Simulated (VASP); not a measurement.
# AlGa3N4 (P-42m) in VASP: single point with PBEsol

Aim: the single point of AlGa3N4 with PBEsol.

Program: VASP 6.6.1. These are calculated values, not measurements. Logs are shortened: lines on timing, memory, paths and dates and some standing lists are left out, and cuts for length are marked.

## (1) The cell of the first run

Symmetry: P-42m, No. 111, tetragonal system. Conventional cell: a = 4.244 Å, b = 4.244 Å, c = 4.579 Å, α = 90.00°, β = 90.00°, γ = 90.00°. Within 2.5 Å of Al (site symmetry -42m) lie 4 N at 1.85 Å. Ga (site symmetry -42m) has 4 N at 1.90 Å within 2.5 Å. Ga (site symmetry 222) has 4 N at 1.90 Å within 2.5 Å. N (site symmetry m) has 1 Al at 1.85 Å and 3 Ga at 1.90 Å within 2.5 Å.

## (2) Single point, PBEsol (strain -0.050 along x and y, +0.025 along z)

Contents of INCAR:

```
SYSTEM = AlGa3N4
PREC = Accurate
ENCUT = 520
EDIFF = 1E-7
ISMEAR = 0
SIGMA = 0.05
LREAL = .FALSE.
LASPH = .TRUE.
NELM = 100
ALGO = Normal
ISIF = 2
LWAVE = .FALSE.
LCHARG = .TRUE.
GGA = PS
LELF = .TRUE.
LVHAR = .TRUE.
NBANDS = 41
```

Contents of KPOINTS:

```
Automatic mesh
0
G
  6 6 6
  0 0 0
```

Contents of POSCAR:

```
AlGa3N4
1.0
    4.2442465439      0.0000000000      0.0000000000
    0.0000000000      4.2442465439      0.0000000000
    0.0000000000      0.0000000000      4.5793186394
Al Ga N
1 3 4
Direct
    0.0000000000      0.0000000000      0.0000000000
    0.5000000000      0.5000000000      0.0000000000
    0.5000000000      0.0000000000      0.5000000000
    0.0000000000      0.5000000000      0.5000000000
    0.7550309200      0.7550309200      0.2449690800
    0.7550309200      0.2449690800      0.7550309200
    0.2449690800      0.7550309200      0.7550309200
    0.2449690800      0.2449690800      0.2449690800
```

Potentials or basis: VASP PAW PBE potentials, release 64 (Al, Ga_d, N).

The run is started by

```sh
$ cat potpaw_PBE.64/Al/POTCAR potpaw_PBE.64/Ga_d/POTCAR potpaw_PBE.64/N/POTCAR > POTCAR
$ mpirun -np 1 vasp_std > vasp.out
```

OUTCAR:

```text
SYSTEM = AlGa3N4
   PREC = Accurate
   ENCUT = 520
   EDIFF = 1E-7
   ISMEAR = 0
   LREAL = .FALSE.
   LASPH = .TRUE.
   NELM = 100
   ISIF = 2
   GGA = PS

 ion  position               nearest neighbor table
   1  0.000  0.000  0.000-   5 1.85   6 1.85   7 1.85   8 1.85   2 3.00   2 3.00   2 3.00   2 3.00
                             4 3.12   3 3.12   4 3.12   4 3.12   4 3.12   3 3.12   3 3.12   3 3.12
   2  0.500  0.500  0.000-   5 1.90   6 1.90   7 1.90   8 1.90   1 3.00   1 3.00   1 3.00   1 3.00

   3  0.500  0.000  0.500-   5 1.90   6 1.90   7 1.90   8 1.90   1 3.12   1 3.12   1 3.12   1 3.12

   4  0.000  0.500  0.500-   5 1.90   6 1.90   7 1.90   8 1.90   1 3.12   1 3.12   1 3.12   1 3.12

   5  0.755  0.755  0.245-   1 1.85   2 1.90   3 1.90   4 1.90
   6  0.755  0.245  0.755-   1 1.85   2 1.90   3 1.90   4 1.90
   7  0.245  0.755  0.755-   1 1.85   2 1.90   3 1.90   4 1.90
   8  0.245  0.245  0.245-   1 1.85   2 1.90   3 1.90   4 1.90

  LATTYP: Found a simple tetragonal cell.
 ALAT       =     4.2442465439
 C/A-ratio  =     1.0789473684

  Lattice vectors:

 A1 = (   4.2442465439,   0.0000000000,   0.0000000000)
 A2 = (   0.0000000000,   4.2442465439,   0.0000000000)
 A3 = (   0.0000000000,   0.0000000000,   4.5793186394)

Analysis of symmetry for initial positions (statically):
=====================================================================
 Subroutine PRICEL returns:
 Original cell was already a primitive cell.

 Routine SETGRP: Setting up the symmetry group for a
 simple tetragonal supercell.

 Subroutine GETGRP returns: Found  8 space group operations
 (whereof  8 operations were pure point group operations)
 out of a pool of 16 trial point group operations.

The static configuration has the point symmetry D_2d.

Analysis of symmetry for dynamics (positions and initial velocities):
=====================================================================
 Subroutine PRICEL returns:
 Original cell was already a primitive cell.

 Routine SETGRP: Setting up the symmetry group for a
 simple tetragonal supercell.

 Subroutine GETGRP returns: Found  8 space group operations
 (whereof  8 operations were pure point group operations)
 out of a pool of 16 trial point group operations.

The dynamic configuration has the point symmetry D_2d.

 Subroutine INISYM returns: Found  8 space group operations
[... 113 lines left out ...]
   IBRION =     -1    ionic relax: 0-MD 1-quasi-New 2-CG
   NFREE  =      0    steps in history (QN), initial steepest desc. (CG)
   ISIF   =      2    stress and relaxation
   ISYM   =      2    0-nonsym 1-usesym 2-fastsym
   POTIM  = 0.5000    time-step for ionic-motion
   TEBEG  =    0.0;   TEEND  =   0.0 temperature during run
   PSTRESS=    0.0 pullay stress
   NELECT =      62.0000    total number of electrons
   NUPDOWN=      -1.0000    fix difference up-down
   EMIN   =  10.00;   EMAX   =-10.00  energy-range for DOS
   EFERMI =   0.00;   METHOD = LEGACY
   ISMEAR =     0;   SIGMA  =   0.05  broadening in eV -4-tet -1-fermi 0-gaus
   EFERMI_NEDOS =   21; number of points for ismear=-14 and -15
   IALGO  =     38    algorithm
   IMIX   =      4    mixing-type and parameters
     AMIX     =   0.40;   BMIX     =  1.00
     AMIX_MAG =   1.60;   BMIX_MAG =  1.00
  volume/ion in A,a.u.               =      10.31        69.58
  Fermi-wavevector in a.u.,A,eV,Ry     =   1.488463  2.812787 30.144007  2.215522
  Thomas-Fermi vector in A             =   2.601495
   LORBIT       =      0    0 simple, 1 ext, 2 COOP (PROOUT), +10 PAW based schemes
   GGA     = PS    functional components
   LHFCALC =     F    Hartree Fock is set to
   AEXX    =    0.0000 exact exchange contribution
   IVDW    =     0    specifies the selected vdW correction
   LEPSILON=     F    determine dielectric tensor
   LRPA    =     F    only Hartree local field effects (RPA)
 non-spin polarized calculation
 Gauss-broadening in eV      SIGMA  =   0.05
  energy-cutoff  :      520.00
  volume of cell :       82.49
 maximum number of plane-waves:      2240
 NGX is ok and might be reduce to    32
   NGX = 15   NGY = 15   NGZ = 17

 number of electron      62.0000016 magnetization

 Free energy of the ion-electron system (eV)
  ---------------------------------------------------
  ext. energy  EPLUGINS =         0.00000000
  ---------------------------------------------------
  free energy    TOTEN  =       -54.49459347 eV

  energy without entropy =      -54.49459347  energy(sigma->0) =      -54.49459347

 E-fermi :   6.5183     XC(G=0): -12.1550

 val. band max:        6.3031673346   @ k =   0.0000   0.0000   0.0000
 cond. band min:       9.0063509357   @ k =   0.0000   0.0000   0.0000
 fundamental gap:      2.7031836011
 Fermi energy:         6.5183475836

 k-point     1 :       0.0000    0.0000    0.0000
  band No.  band energies     occupation
      1     -10.1524      2.00000
      2      -8.5548      2.00000
      3      -8.5011      2.00000
      4      -8.5011      2.00000
      5      -7.0277      2.00000
      6      -7.0166      2.00000
[... 1045 lines left out ...]
     40      16.1382      0.00000
     41      16.3377      0.00000

 [... further k-points ...]

------------------------ aborting loop because EDIFF is reached ----------------------------------------

  FORCE on cell =-STRESS in cart. coord.  units (eV):
  Direction    XX          YY          ZZ          XY          YZ          ZX
  --------------------------------------------------------------------------------------
  -------------------------------------------------------------------------------------
  Total       10.5811758     10.5811758      4.8922917      0.0000000     -0.0000000      0.0000000
  in kB      205.5144864    205.5144864     95.0212756      0.0000000     -0.0000000      0.0000000
  external PRESSURE =     168.6834161 kB  Pullay stress =       0.0000000 kB

 VOLUME and BASIS-vectors are now :
 -----------------------------------------------------------------------------
  energy-cutoff  :      520.00
  volume of cell :       82.49
      direct lattice vectors                 reciprocal lattice vectors
     4.244246544  0.000000000  0.000000000     0.235613080  0.000000000  0.000000000
     0.000000000  4.244246544  0.000000000     0.000000000  0.235613080  0.000000000
     0.000000000  0.000000000  4.579318639     0.000000000  0.000000000  0.218373098

 POSITION                                       TOTAL-FORCE (eV/Angst)
 -----------------------------------------------------------------------------------
      0.00000      0.00000      0.00000         0.000000      0.000000      0.000000
      2.12212      2.12212      0.00000         0.000000      0.000000      0.000000
      2.12212      0.00000      2.28966         0.000000      0.000000      0.000000
      0.00000      2.12212      2.28966         0.000000      0.000000     -0.000000
      3.20454      3.20454      1.12179         0.037941      0.037941      0.069595
      3.20454      1.03971      3.45753         0.037941     -0.037941     -0.069595
      1.03971      3.20454      3.45753        -0.037941      0.037941     -0.069595
      1.03971      1.03971      1.12179        -0.037941     -0.037941      0.069595
 -----------------------------------------------------------------------------------
    total drift:                               -0.000000     -0.000000     -0.000000

  FREE ENERGIE OF THE ION-ELECTRON SYSTEM (eV)
  ---------------------------------------------------
  free  energy   TOTEN  =       -54.4945934742 eV

  energy  without entropy=      -54.4945934742  energy(sigma->0) =      -54.49459347
```

Run time: 3.3 min. Hardware: 1 thread of Intel Xeon 8259CL, shared host; peak memory 0.25 GiB.

What came out:

```yaml
Free_energy: -54.4946 eV
Pressure: 16.9 GPa
Largest_force: 0.088 eV/Å
Band_gap_on_the_k_mesh: 2.70 eV
```

Forces in eV/Å, atoms in the order of the input:
```
Al   0.000  0.000  0.000
Ga   0.000  0.000  0.000
Ga   0.000  0.000  0.000
Ga   0.000  0.000  0.000
N    0.038  0.038  0.070
N    0.038 -0.038 -0.070
N   -0.038  0.038 -0.070
N   -0.038 -0.038  0.070
```

Levels at points of the mesh, in eV from the valence-band top:
```tsv
k point	band 27	band 28	band 29	band 30	band 31	band 32	band 33	band 34	band 35	band 36
(0.00, 0.00, 0.00)	-2.40	-2.40	-0.40	0.00	0.00	2.70	3.10	3.10	3.64	6.30
(0.50, 0.00, 0.00)	-2.84	-1.98	-1.79	-1.64	-1.46	5.08	5.22	6.39	6.45	7.98
(0.50, 0.50, 0.00)	-3.68	-0.82	-0.80	-0.80	-0.46	7.13	7.43	7.43	7.63	8.02
(0.00, 0.00, 0.50)	-3.34	-1.46	-1.46	-1.13	-1.13	4.99	4.99	5.78	5.78	8.31
(0.50, 0.00, 0.50)	-3.23	-1.42	-1.40	-1.25	-1.00	6.95	7.09	7.19	7.21	7.25
(0.50, 0.50, 0.50)	-1.29	-0.74	-0.74	-0.62	-0.53	5.17	5.17	5.25	6.33	9.19
```

Caveat: the cell differs from its parent crystal (strain -0.050 along x and y, +0.025 along z); the stress differs along the axes, from 10 to 21 GPa; the PAW data sets were made with another functional, which shifts forces and pressure a little.
